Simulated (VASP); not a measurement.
# SnGe2O3 (Cmmm) in VASP: single point with r2SCAN+rVV10

Aim: the single point of SnGe2O3 with r2SCAN+rVV10.

Everything below comes from runs of VASP 6.6.1. Logs are shortened: lines on timing, memory, paths and dates and some standing lists are left out, and cuts for length are marked.

### 1 The cell of the first run

Symmetry: Cmmm, No. 65, orthorhombic system. The conventional cell has a = 4.445 Å, b = 13.557 Å, c = 3.121 Å, α = 90.00°, β = 90.00°, γ = 90.00°. Within 3.2 Å of Sn (site symmetry mmm) lie 6 O at 2.31 to 2.72 Å and 2 Sn at 3.12 Å. Ge (site symmetry 2/m) has 4 O at 2.20 Å and 2 Ge at 2.22 Å within 2.9 Å. O (site symmetry m2m) has 4 Ge at 2.20 Å and 1 Sn at 2.31 Å within 2.9 Å. Within 3.6 Å of O (site symmetry mmm) lie 4 Sn at 2.72 Å and 10 O at 3.12 to 3.57 Å and 4 Ge at 3.57 Å.

### 2 Single point, r2SCAN+rVV10

The input, POSCAR:

```
SnGe2O3
1.0
    2.2227237880     -6.7783117848      0.0000000000
    2.2227237880      6.7783117848      0.0000000000
    0.0000000000      0.0000000000      3.1205325014
Sn Ge O
1 2 3
Direct
    0.0000000000      0.0000000000      0.0000000000
    0.5000000000      0.0000000000      0.5000000000
    0.0000000000      0.5000000000      0.5000000000
    0.8294898937      0.1705101063      0.0000000000
    0.1705101063      0.8294898937      0.0000000000
    0.5000000000      0.5000000000      0.5000000000
```

The input, INCAR.step1:

```
PREC = Accurate ; ENCUT = 520
ISMEAR = -1 ; SIGMA = 0.03
LREAL = F ; LASPH = T
NELM = 60 ; NBANDS = 39
GGA = PE ; ALGO = Normal
EDIFF = 1E-4 ; LWAVE = T
LCHARG = F
```

The input, INCAR.step2:

```
PREC = Accurate ; ENCUT = 520
EDIFF = 1E-6 ; ISMEAR = -1
SIGMA = 0.03 ; LREAL = F
LASPH = T ; NELM = 60
ALGO = Normal ; ISIF = 2
LWAVE = F ; LCHARG = T
METAGGA = R2SCAN ; LMIXTAU = T
LUSE_VDW = T ; IVDW_NL = 2
BPARAM = 11.95 ; CPARAM = 0.0093
LELF = T ; LVHAR = T
NBANDS = 39 ; ISTART = 1
```

The input, KPOINTS:

```
Automatic mesh
0
Gamma
  6 6 6
```

Potentials or basis: VASP PAW PBE potentials, release 64 (Sn_d, Ge_d, O).

Started as:

```sh
$ cat potpaw_PBE.64/Sn_d/POTCAR potpaw_PBE.64/Ge_d/POTCAR potpaw_PBE.64/O/POTCAR > POTCAR
$ cp INCAR.step1 INCAR
$ mpirun -np 1 vasp_std > vasp.out
$ cp INCAR.step2 INCAR
$ mpirun -np 1 vasp_std > vasp.out
```

OUTCAR:

```text
PREC = Accurate
   ENCUT = 520
   EDIFF = 1E-6
   ISMEAR = -1
   LREAL = F
   LASPH = T
   NELM = 60
   ISIF = 2
   METAGGA = R2SCAN
   IVDW_NL = 2
   BPARAM = 11.95
   ISTART = 1

 ion  position               nearest neighbor table
   1  0.000  0.000  0.000-   4 2.31   5 2.31   6 2.72   6 2.72   6 2.72   6 2.72
   2  0.500  0.000  0.500-   4 2.20   5 2.20   4 2.20   5 2.20   3 2.22   3 2.22
   3  0.000  0.500  0.500-   4 2.20   5 2.20   4 2.20   5 2.20   2 2.22   2 2.22
   4  0.829  0.171  0.000-   2 2.20   3 2.20   2 2.20   3 2.20   1 2.31
   5  0.171  0.829  0.000-   2 2.20   3 2.20   2 2.20   3 2.20   1 2.31
   6  0.500  0.500  0.500-   1 2.72   1 2.72   1 2.72   1 2.72

  LATTYP: Found a base centered orthorhombic cell.
 ALAT       =     4.4454475760
 B/A-ratio  =     3.0495520052
 C/A-ratio  =     0.7019613769

  Lattice vectors:

 A1 = (   2.2227237880,  -6.7783117848,   0.0000000000)
 A2 = (   2.2227237880,   6.7783117848,   0.0000000000)
 A3 = (   0.0000000000,   0.0000000000,   3.1205325014)

Analysis of symmetry for initial positions (statically):
=====================================================================
 Subroutine PRICEL returns:
 Original cell was already a primitive cell.

 Routine SETGRP: Setting up the symmetry group for a
 base centered orthorhombic supercell.

 Subroutine GETGRP returns: Found  8 space group operations
 (whereof  8 operations were pure point group operations)
 out of a pool of  8 trial point group operations.

The static configuration has the point symmetry D_2h.

Analysis of symmetry for dynamics (positions and initial velocities):
=====================================================================
 Subroutine PRICEL returns:
 Original cell was already a primitive cell.

 Routine SETGRP: Setting up the symmetry group for a
 base centered orthorhombic supercell.

 Subroutine GETGRP returns: Found  8 space group operations
 (whereof  8 operations were pure point group operations)
 out of a pool of  8 trial point group operations.

The dynamic configuration has the point symmetry D_2h.

 Subroutine INISYM returns: Found  8 space group operations
 (whereof  8 operations are pure point group operations),
 and found     1 'primitive' translations

----------------------------------------------------------------------------------------

                                     Primitive cell

  volume of cell :      94.0299

  direct lattice vectors                    reciprocal lattice vectors
     2.222723788 -6.778311785  0.000000000     0.224949228 -0.073764680  0.000000000
     2.222723788  6.778311785  0.000000000     0.224949228  0.073764680  0.000000000
     0.000000000  0.000000000  3.120532501     0.000000000  0.000000000  0.320458127

  length of vectors
     7.133443186  7.133443186  3.120532501     0.236734837  0.236734837  0.320458127

  position of ions in fractional coordinates (direct lattice)
     0.000000000  0.000000000  0.000000000
     0.500000000  0.000000000  0.500000000
     0.000000000  0.500000000  0.500000000
     0.829489894  0.170510106  0.000000000
     0.170510106  0.829489894  0.000000000
     0.500000000  0.500000000  0.500000000

  ion indices of the primitive-cell ions
   primitive index   ion index
                 1           1
                 2           2
                 3           3
                 4           4
                 5           5
                 6           6

----------------------------------------------------------------------------------------

 KPOINTS: Automatic mesh

Automatic generation of k-mesh.
 Grid dimensions read from file:
 generate k-points for:    6    6    6

 Generating k-lattice:

  Cartesian coordinates                     Fractional coordinates (reciprocal lattice)
     0.037491538 -0.012294113  0.000000000     0.166666667  0.000000000  0.000000000
     0.037491538  0.012294113  0.000000000     0.000000000  0.166666667  0.000000000
     0.000000000  0.000000000  0.053409688     0.000000000  0.000000000  0.166666667

  Length of vectors
     0.039455806  0.039455806  0.053409688

  Shift w.r.t. Gamma in fractional coordinates (k-lattice)
     0.000000000  0.000000000  0.000000000

 Subroutine IBZKPT returns following result:
 ===========================================

 Found     52 irreducible k-points:

 Following reciprocal coordinates:
            Coordinates               Weight
  0.000000  0.000000  0.000000      1.000000
  0.166667  0.000000  0.000000      4.000000
  0.333333 -0.000000  0.000000      4.000000
  0.500000 -0.000000  0.000000      2.000000
  0.166667  0.166667  0.000000      2.000000
  0.333333  0.166667  0.000000      4.000000
[... 16 lines left out ...]
  0.333333  0.333333  0.166667      4.000000
  0.500000  0.333333  0.166667      8.000000
 [... further k-points ...]
   k-points           NKPTS =     52   k-points in BZ     NKDIM =     52   number of bands    NBANDS=     39
   number of dos      NEDOS =    301   number of ions     NIONS =      6
   total plane-waves  NPLWV =  69984
   dimension x,y,z NGX =    54 NGY =   54 NGZ =   24
   dimension x,y,z NGXF=   108 NGYF=  108 NGZF=   48
   ions per type =               1   2   3
   NGX,Y,Z   is equivalent  to a cutoff of  12.58, 12.58, 12.79 a.u.
   NGXF,Y,Z  is equivalent  to a cutoff of  25.17, 25.17, 25.57 a.u.
 SYSTEM =  unknown system
   PREC   = accura    normal or accurate (medium, high low for compatibility)
   ISTART =      1    job   : 0-new  1-cont  2-samecut
   ICHARG =      0    charge: 1-file 2-atom 10-const
   ISPIN  =      1    spin polarized calculation?
   LNONCOLLINEAR =      F non collinear calculations
   LSORBIT =      F    spin-orbit coupling
   LASPH  =      T    aspherical Exc in radial PAW
   ENCUT  =  520.0 eV  38.22 Ry    6.18 a.u.  13.26 13.26  5.80*2*pi/ulx,y,z
   NELM   =     60;   NELMIN=  2; NELMDL=  0     # of ELM steps
   EDIFF  = 0.1E-05   stopping-criterion for ELM
   LREAL  =      F    real-space projection
   EDIFFG = 0.1E-04   stopping-criterion for IOM
   NSW    =      0    number of steps for IOM
   IBRION =     -1    ionic relax: 0-MD 1-quasi-New 2-CG
   NFREE  =      0    steps in history (QN), initial steepest desc. (CG)
   ISIF   =      2    stress and relaxation
   ISYM   =      2    0-nonsym 1-usesym 2-fastsym
   POTIM  = 0.5000    time-step for ionic-motion
   TEBEG  =    0.0;   TEEND  =   0.0 temperature during run
   PSTRESS=    0.0 pullay stress
   NELECT =      60.0000    total number of electrons
   NUPDOWN=      -1.0000    fix difference up-down
   EMIN   =  10.00;   EMAX   =-10.00  energy-range for DOS
   EFERMI =   0.00;   METHOD = LEGACY
   ISMEAR =    -1;   SIGMA  =   0.03  broadening in eV -4-tet -1-fermi 0-gaus
   EFERMI_NEDOS =   21; number of points for ismear=-14 and -15
   IALGO  =     38    algorithm
   IMIX   =      4    mixing-type and parameters
     AMIX     =   0.40;   BMIX     =  1.00
     AMIX_MAG =   1.60;   BMIX_MAG =  1.00
  volume/ion in A,a.u.               =      15.67       105.76
  Fermi-wavevector in a.u.,A,eV,Ry     =   1.409408  2.663395 27.027025  1.986430
  Thomas-Fermi vector in A             =   2.531467
   LORBIT       =      0    0 simple, 1 ext, 2 COOP (PROOUT), +10 PAW based schemes
   METAGGA = R2SCAN    functional components
   LHFCALC =     F    Hartree Fock is set to
   AEXX    =    0.0000 exact exchange contribution
   IVDW_NL    =     2    kernel type
   BPARAM     =11.9500
   IVDW    =     0    specifies the selected vdW correction
   LEPSILON=     F    determine dielectric tensor
   LRPA    =     F    only Hartree local field effects (RPA)
 non-spin polarized calculation
  energy-cutoff  :      520.00
  volume of cell :       94.03
 maximum number of plane-waves:      2549
 NGX is ok and might be reduce to    54
   NGX = 27   NGY = 27   NGZ = 11

 number of electron      60.0000007 magnetization

 Free energy of the ion-electron system (eV)
  ---------------------------------------------------
  ext. energy  EPLUGINS =         0.00000000
  ---------------------------------------------------
  free energy    TOTEN  =       -70.00881106 eV

  energy without entropy =      -70.00086816  energy(sigma->0) =      -70.00483961

 E-fermi :   5.1639     XC(G=0): -11.2114

 val. band max:        5.1277055054   @ k =   0.5000   0.3333   0.0000
 cond. band min:       5.1723811410   @ k =  -0.3333   0.1667   0.3333
 fundamental gap:      0.0446756356
 Fermi energy:         5.1639031153

 k-point     1 :       0.0000    0.0000    0.0000
  band No.  band energies     occupation
      1     -21.7695      2.00000
      2     -21.4450      2.00000
      3     -21.4146      2.00000
      4     -21.2853      2.00000
      5     -21.2420      2.00000
      6     -21.2146      2.00000
[... 31 lines left out ...]
     38      13.0799      0.00000
     39      14.1073      0.00000

 k-point     2 :       0.1667    0.0000    0.0000
  band No.  band energies     occupation
      1     -21.7047      2.00000
      2     -21.4214      2.00000
      3     -21.3886      2.00000
      4     -21.2765      2.00000
      5     -21.2484      2.00000
      6     -21.2201      2.00000
[... 31 lines left out ...]
     38      12.6368      0.00000
     39      14.3093      0.00000

 k-point     3 :       0.3333   -0.0000    0.0000
  band No.  band energies     occupation
      1     -21.5305      2.00000
      2     -21.3603      2.00000
      3     -21.3233      2.00000
      4     -21.2689      2.00000
      5     -21.2438      2.00000
      6     -21.2432      2.00000
[... 31 lines left out ...]
     38      13.2028      0.00000
     39      13.9840      0.00000

 k-point     4 :       0.5000   -0.0000    0.0000
  band No.  band energies     occupation
      1     -21.3305      2.00000
      2     -21.3305      2.00000
      3     -21.2909      2.00000
      4     -21.2909      2.00000
      5     -21.2325      2.00000
      6     -21.2324      2.00000
[... 31 lines left out ...]
     38      11.5773      0.00000
     39      13.8286      0.00000
[... 754 lines left out ...]
     38      12.2594      0.00000
     39      12.7371      0.00000

 k-point    23 :       0.3333    0.3333    0.1667
  band No.  band energies     occupation
      1     -21.5264      2.00000
      2     -21.3938      2.00000
      3     -21.3195      2.00000
      4     -21.2644      2.00000
      5     -21.2563      2.00000
      6     -21.2190      2.00000
[... 31 lines left out ...]
     38      11.2913      0.00000
     39      14.3264      0.00000

 k-point    24 :       0.5000    0.3333    0.1667
  band No.  band energies     occupation
      1     -21.7019      2.00000
      2     -21.4581      2.00000
      3     -21.3838      2.00000
      4     -21.2575      2.00000
      5     -21.2366      2.00000
      6     -21.2268      2.00000
[... 31 lines left out ...]
     38      11.9272      0.00000
     39      14.1031      0.00000

 [... further k-points ...]
[... 5 lines left out ...]
  --------------------------------------------------------------------------------------
  -------------------------------------------------------------------------------------
  Total        0.1063703      0.0793382      0.0008393     -0.0000000      0.0000000      0.0000000
  in kB        1.8124464      1.3518459      0.0143008     -0.0000000      0.0000000      0.0000000
  external PRESSURE =       1.0595310 kB  Pullay stress =       0.0000000 kB

 VOLUME and BASIS-vectors are now :
 -----------------------------------------------------------------------------
  energy-cutoff  :      520.00
  volume of cell :       94.03
      direct lattice vectors                 reciprocal lattice vectors
     2.222723788 -6.778311785  0.000000000     0.224949228 -0.073764680  0.000000000
     2.222723788  6.778311785  0.000000000     0.224949228  0.073764680  0.000000000
     0.000000000  0.000000000  3.120532501     0.000000000  0.000000000  0.320458127

 POSITION                                       TOTAL-FORCE (eV/Angst)
 -----------------------------------------------------------------------------------
      0.00000      0.00000      0.00000        -0.000000      0.000000      0.000000
      1.11136     -3.38916      1.56027        -0.000000      0.000000      0.000000
      1.11136      3.38916      1.56027        -0.000000      0.000000      0.000000
      2.22272     -4.46677      0.00000        -0.000000      0.013612      0.000000
      2.22272      4.46677      0.00000        -0.000000     -0.013612     -0.000000
      2.22272      0.00000      1.56027         0.000000     -0.000000      0.000000
 -----------------------------------------------------------------------------------
    total drift:                               -0.000000     -0.000000      0.000000

  FREE ENERGIE OF THE ION-ELECTRON SYSTEM (eV)
  ---------------------------------------------------
  free  energy   TOTEN  =       -70.0088110628 eV

  energy  without entropy=      -70.0008681620  energy(sigma->0) =      -70.00483961
```

It took 17 min on 1 thread of AMD EPYC 7R13 (Zen 3), shared host; peak memory 0.6 GiB.

Results:

```yaml
Free_energy: -70.0088 eV
Pressure: 0.1 GPa
Largest_force: 0.014 eV/Å
Band_gap_on_the_k_mesh: zero (bands 30 and 31 overlap by 1.92 eV)
```

Forces in eV/Å, atoms in the order of the input:
```
Sn   0.000  0.000  0.000
Ge   0.000  0.000  0.000
Ge   0.000  0.000  0.000
O    0.000  0.014  0.000
O    0.000 -0.014  0.000
O    0.000  0.000  0.000
```

Stress tensor (GPa, compression positive):
```
0.18 0.00 0.00
0.00 0.14 0.00
0.00 0.00 0.00
```

Caveat: the PAW data sets were made with another functional, which shifts forces and pressure a little; spin-orbit coupling is left out, which moves the levels of the heavy elements.
